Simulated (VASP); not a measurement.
# Al2Cu (Cmcm) in VASP: single point with PBE

Aim: the single point of Al2Cu with PBE.

All numbers are computed with VASP 6.6.1; they aren't measurements. Logs are shortened: lines on timing, memory, paths and dates and some standing lists are left out, and cuts for length are marked.

**1. The cell of the first run**

It takes space group Cmcm (No. 63, orthorhombic). The conventional cell has a = 2.747 Å, b = 14.273 Å, c = 4.491 Å, α = 90.00°, β = 90.00°, γ = 90.00°. Within 3.6 Å of Al (site symmetry m2m) lie 8 Al at 2.75 Å and 4 Cu at 2.75 Å. Within 3.6 Å of Al (site symmetry m2m) lie 6 Al at 2.75 Å and 6 Cu at 2.75 Å. Cu (site symmetry m2m) has 2 Cu at 2.75 Å and 10 Al at 2.75 Å within 3.6 Å.

**2. Single point, PBE**

Contents of INCAR:

```
SYSTEM = Al2Cu
  ALGO = Fast
  EDIFF = 1E-6
  ENCUT = 520
  GGA = PE
  ISIF = 2
  ISMEAR = 0
  LASPH = .True.
  LCHARG = .True.
  LELF = .True.
  LREAL = .False.
  LVHAR = .True.
  LWAVE = .False.
  NBANDS = 26
  NELM = 80
  PREC = Accurate
  SIGMA = 0.1
```

Contents of KPOINTS:

```
k-points
0
Gamma
  6 6 4
  0 0 0
```

Contents of POSCAR:

```
Al2Cu
1.0
    1.3734483100     -7.1366467400      0.0000000000
    1.3734483100      7.1366467400      0.0000000000
    0.0000000000      0.0000000000      4.4906602800
Al Cu
4 2
Direct
    0.2777777800      0.7222222200      0.7500000000
    0.9444444400      0.0555555600      0.7500000000
    0.7222222200      0.2777777800      0.2500000000
    0.0555555600      0.9444444400      0.2500000000
    0.6111111100      0.3888888900      0.7500000000
    0.3888888900      0.6111111100      0.2500000000
```

Potentials or basis: VASP PAW PBE potentials, release 64 (Al, Cu).

Started as:

```bash
$ cat potpaw_PBE.64/Al/POTCAR potpaw_PBE.64/Cu/POTCAR > POTCAR
$ mpirun -np 1 vasp_std > vasp.out
```

OUTCAR:

```text
SYSTEM = Al2Cu
   EDIFF = 1E-6
   ENCUT = 520
   GGA = PE
   ISIF = 2
   ISMEAR = 0
   LASPH = .True.
   LREAL = .False.
   NELM = 80
   PREC = Accurate

 ion  position               nearest neighbor table
   1  0.278  0.722  0.750-   2 2.75   2 2.75   5 2.75   5 2.75   6 2.75   6 2.75   3 2.75   3 2.75
                             3 2.75   3 2.75
   2  0.944  0.056  0.750-   1 2.75   1 2.75   5 2.75   5 2.75   6 2.75   6 2.75   6 2.75   6 2.75
                             4 2.75   4 2.75
   3  0.722  0.278  0.250-   4 2.75   4 2.75   6 2.75   6 2.75   5 2.75   5 2.75   1 2.75   1 2.75
                             1 2.75   1 2.75
   4  0.056  0.944  0.250-   3 2.75   3 2.75   6 2.75   6 2.75   5 2.75   5 2.75   5 2.75   5 2.75
                             2 2.75   2 2.75
   5  0.611  0.389  0.750-   1 2.75   1 2.75   2 2.75   2 2.75   4 2.75   4 2.75   4 2.75   4 2.75
                             3 2.75   3 2.75
   6  0.389  0.611  0.250-   3 2.75   3 2.75   4 2.75   4 2.75   2 2.75   2 2.75   2 2.75   2 2.75
                             1 2.75   1 2.75

  LATTYP: Found a base centered orthorhombic cell.
 ALAT       =     2.7468966200
 B/A-ratio  =     5.1961524056
 C/A-ratio  =     1.6348122632

  Lattice vectors:

 A1 = (   1.3734483100,  -7.1366467400,   0.0000000000)
 A2 = (   1.3734483100,   7.1366467400,   0.0000000000)
 A3 = (   0.0000000000,   0.0000000000,   4.4906602800)

Analysis of symmetry for initial positions (statically):
=====================================================================
 Subroutine PRICEL returns:
 Original cell was already a primitive cell.

 Routine SETGRP: Setting up the symmetry group for a
 base centered orthorhombic supercell.

 Subroutine GETGRP returns: Found  8 space group operations
 (whereof  4 operations were pure point group operations)
 out of a pool of  8 trial point group operations.

The static configuration has the point symmetry C_2h.
 The point group associated with its full space group is D_2h.

Analysis of symmetry for dynamics (positions and initial velocities):
=====================================================================
 Subroutine PRICEL returns:
 Original cell was already a primitive cell.

 Routine SETGRP: Setting up the symmetry group for a
 base centered orthorhombic supercell.

 Subroutine GETGRP returns: Found  8 space group operations
 (whereof  4 operations were pure point group operations)
 out of a pool of  8 trial point group operations.

[... 107 lines left out ...]
   ENCUT  =  520.0 eV  38.22 Ry    6.18 a.u.  13.51 13.51  8.35*2*pi/ulx,y,z
   NELM   =     80;   NELMIN=  2; NELMDL= -5     # of ELM steps
   EDIFF  = 0.1E-05   stopping-criterion for ELM
   LREAL  =      F    real-space projection
   EDIFFG = 0.1E-04   stopping-criterion for IOM
   NSW    =      0    number of steps for IOM
   IBRION =     -1    ionic relax: 0-MD 1-quasi-New 2-CG
   NFREE  =      0    steps in history (QN), initial steepest desc. (CG)
   ISIF   =      2    stress and relaxation
   ISYM   =      2    0-nonsym 1-usesym 2-fastsym
   POTIM  = 0.5000    time-step for ionic-motion
   TEBEG  =    0.0;   TEEND  =   0.0 temperature during run
   PSTRESS=    0.0 pullay stress
   NELECT =      34.0000    total number of electrons
   NUPDOWN=      -1.0000    fix difference up-down
   EMIN   =  10.00;   EMAX   =-10.00  energy-range for DOS
   EFERMI =   0.00;   METHOD = LEGACY
   ISMEAR =     0;   SIGMA  =   0.10  broadening in eV -4-tet -1-fermi 0-gaus
   EFERMI_NEDOS =   21; number of points for ismear=-14 and -15
   IALGO  =     68    algorithm
   IMIX   =      4    mixing-type and parameters
     AMIX     =   0.40;   BMIX     =  1.00
     AMIX_MAG =   1.60;   BMIX_MAG =  1.00
  volume/ion in A,a.u.               =      14.67        99.01
  Fermi-wavevector in a.u.,A,eV,Ry     =   1.192209  2.252947 19.338793  1.421361
  Thomas-Fermi vector in A             =   2.328252
   LORBIT       =      0    0 simple, 1 ext, 2 COOP (PROOUT), +10 PAW based schemes
   GGA     = PE    functional components
   LHFCALC =     F    Hartree Fock is set to
   AEXX    =    0.0000 exact exchange contribution
   IVDW    =     0    specifies the selected vdW correction
   LEPSILON=     F    determine dielectric tensor
   LRPA    =     F    only Hartree local field effects (RPA)
 non-spin polarized calculation
 RMM-DIIS sequential band-by-band and
 Gauss-broadening in eV      SIGMA  =   0.10
  energy-cutoff  :      520.00
  volume of cell :       88.03
 maximum number of plane-waves:      2407
   NGX = 27   NGY = 27   NGZ = 17

 number of electron      34.0000024 magnetization

 Free energy of the ion-electron system (eV)
  ---------------------------------------------------
  ext. energy  EPLUGINS =         0.00000000
  ---------------------------------------------------
  free energy    TOTEN  =       -22.57720771 eV

  energy without entropy =      -22.55907051  energy(sigma->0) =      -22.56813911

 E-fermi :   8.2982     XC(G=0): -10.9444

 val. band max:        8.2972013350   @ k =   0.3333   0.0000   0.2500
 cond. band min:       8.3192329142   @ k =   0.5000   0.1667   0.0000
 fundamental gap:      0.0220315792
 Fermi energy:         8.2982361019

 k-point     1 :       0.0000    0.0000    0.0000
  band No.  band energies     occupation
      1      -2.8140      2.00000
      2      -0.1296      2.00000
      3       0.1991      2.00000
      4       3.5121      2.00000
      5       3.8031      2.00000
      6       3.9736      2.00000
[... 685 lines left out ...]
     25      15.5155      0.00000
     26      16.0067      0.00000

 [... further k-points ...]
[... 5 lines left out ...]
  --------------------------------------------------------------------------------------
  -------------------------------------------------------------------------------------
  Total        0.6930341      0.1943128      0.0367696      0.0000000      0.0000000      0.0000000
  in kB       12.6130027      3.5364320      0.6691952      0.0000000      0.0000000      0.0000000
  external PRESSURE =       5.6062099 kB  Pullay stress =       0.0000000 kB

 VOLUME and BASIS-vectors are now :
 -----------------------------------------------------------------------------
  energy-cutoff  :      520.00
  volume of cell :       88.03
      direct lattice vectors                 reciprocal lattice vectors
     1.373448310 -7.136646740  0.000000000     0.364047192 -0.070060915  0.000000000
     1.373448310  7.136646740  0.000000000     0.364047192  0.070060915  0.000000000
     0.000000000  0.000000000  4.490660280     0.000000000  0.000000000  0.222684402

 POSITION                                       TOTAL-FORCE (eV/Angst)
 -----------------------------------------------------------------------------------
      1.37345      3.17184      3.36800         0.000000      0.264348     -0.000000
      1.37345     -6.34369      3.36800         0.000000     -0.192459      0.000000
      1.37345     -3.17184      1.12267         0.000000     -0.264348      0.000000
      1.37345      6.34369      1.12267         0.000000      0.192459     -0.000000
      1.37345     -1.58592      3.36800         0.000000      0.057884     -0.000000
      1.37345      1.58592      1.12267         0.000000     -0.057884     -0.000000
 -----------------------------------------------------------------------------------
    total drift:                                0.000000     -0.000000      0.000000

  FREE ENERGIE OF THE ION-ELECTRON SYSTEM (eV)
  ---------------------------------------------------
  free  energy   TOTEN  =       -22.5772077138 eV

  energy  without entropy=      -22.5590705059  energy(sigma->0) =      -22.56813911
```

stdout:

```text
POSCAR found type information on POSCAR AlCu
 POSCAR found :  2 types and       6 ions
 scaLAPACK will be used
 LDA part: xc-table for (Slater+PW92), standard interpolation
 POSCAR, INCAR and KPOINTS ok, starting setup
 FFT: planning ... GRIDC
 FFT: planning ... GRID_SOFT
 FFT: planning ... GRID
 WAVECAR not read
 entering main loop
```

It took 2.6 min on 1 thread of Intel Xeon 6975P-C (Granite Rapids), shared host; peak memory 0.35 GiB.

What came out:

```yaml
Free_energy: -22.5772 eV
Pressure: 0.6 GPa
Largest_force: 0.264 eV/Å
Band_gap_on_the_k_mesh: zero (band 17 reaches 10.63 eV, above the bottom of band 18 at 7.17 eV)
```

Forces on the atoms (eV/Å):
```
Al   0.000  0.264  0.000
Al   0.000 -0.192  0.000
Al   0.000 -0.264  0.000
Al   0.000  0.192  0.000
Cu   0.000  0.058  0.000
Cu   0.000 -0.058  0.000
```

Levels at points of the mesh, in eV from the Fermi level:
```
           k point  band 15  band 16  band 17  band 18  band 19  band 20
(0.00, 0.00, 0.00)    -1.81    -0.74    -0.72    -0.26    -0.19     0.68
(0.50, 0.00, 0.00)    -1.52    -0.80     0.93     1.38     1.48     1.86
(0.50, 0.50, 0.00)    -2.63    -2.61    -1.80    -1.13     2.20     2.50
(0.00, 0.00, 0.50)    -3.11    -3.11     2.33     2.33     2.86     2.86
(0.50, 0.00, 0.50)    -2.37    -2.37    -0.75    -0.75     0.69     0.69
(0.50, 0.50, 0.50)    -2.92    -2.92    -0.89    -0.89     5.36     5.36
```

Caveat: the k points lie up to 0.39 Å⁻¹ apart.
